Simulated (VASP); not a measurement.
Set up this calculation in VASP 6.6.1, as the native input.

* Task: relaxation of cell and atoms
* Functional: PBEsol
* Potentials or basis: VASP PAW PBE potentials, release 64 (Pb_d)
* Cutoff: 600 eV
* k mesh: 7 × 7 × 7
* Occupations: fermi-dirac, width 0.05 eV
* Spin: no spin polarisation
* Target pressure: 20 GPa
* Dipole correction: no
* Further INCAR settings: ALGO = Fast; EDIFF = 1e-07; IBRION = 2; EDIFFG = -0.01; NSW = 60; ISIF = 3

The structure of Pb lies in POSCAR:

```
Pb
1.0
    0.0000000000      3.4390000555      3.4390000555
    3.4390000555      0.0000000000      3.4390000555
    3.4390000555      3.4390000555      0.0000000000
Pb
2
Direct
    0.2500000000      0.2500000000      0.2500000000
    0.0000000000      0.0000000000      0.0000000000
```

This isn't the form of Pb at room conditions, which is fcc.

These files were run (other wordings do the same):

INCAR

```
  PREC = Accurate
  ENCUT = 600
  EDIFF = 1E-7
  ISMEAR = -1
  SIGMA = 0.05
  LREAL = False
  LASPH = True
  NELM = 100
  ALGO = Fast
  ISIF = 3
  LWAVE = False
  LCHARG = False
  GGA = PS
  IBRION = 2
  NSW = 60
  EDIFFG = -0.01
  PSTRESS = 200.0
```

KPOINTS

```
Automatic mesh
0
Gamma
  7 7 7
```

Potentials or basis: VASP PAW PBE potentials, release 64 (Pb_d).

The run is started by

```sh
$ cat potpaw_PBE.64/Pb_d/POTCAR > POTCAR
$ mpirun -np 1 vasp_std > vasp.out
```

Results of the run:

| Item | Value |
| --- | --- |
| Relaxed volume | 30.25 Å³/atom |
| Relaxed cell | a = 4.407 Å, b = 4.407 Å, c = 4.407 Å, α = 60.00°, β = 60.00°, γ = 60.00° |
| Space group after relaxing (to 0.1 Å) | Fd-3m (No. 227) |
| Energy change on relaxing (the run minimises the enthalpy) | +507.1 meV/atom |
| Ionic steps | 7 |
| Pressure after relaxing | 20.0 GPa |
| Band gap on the k mesh | zero (bands 14 and 15 overlap by 1.28 eV) |

Caveat: the cell is relaxed towards a set pressure, so the run minimises the enthalpy, not the energy; the volume moved by over 15 % at a fixed basis, so the end points are rough; the PAW data sets were made with another functional, which shifts forces and pressure a little; spin-orbit coupling is left out, which moves the levels of the heavy elements.

Run time: 13 min on 1 thread of Intel Xeon 8259CL, on a shared host, peak memory 0.27 GiB.
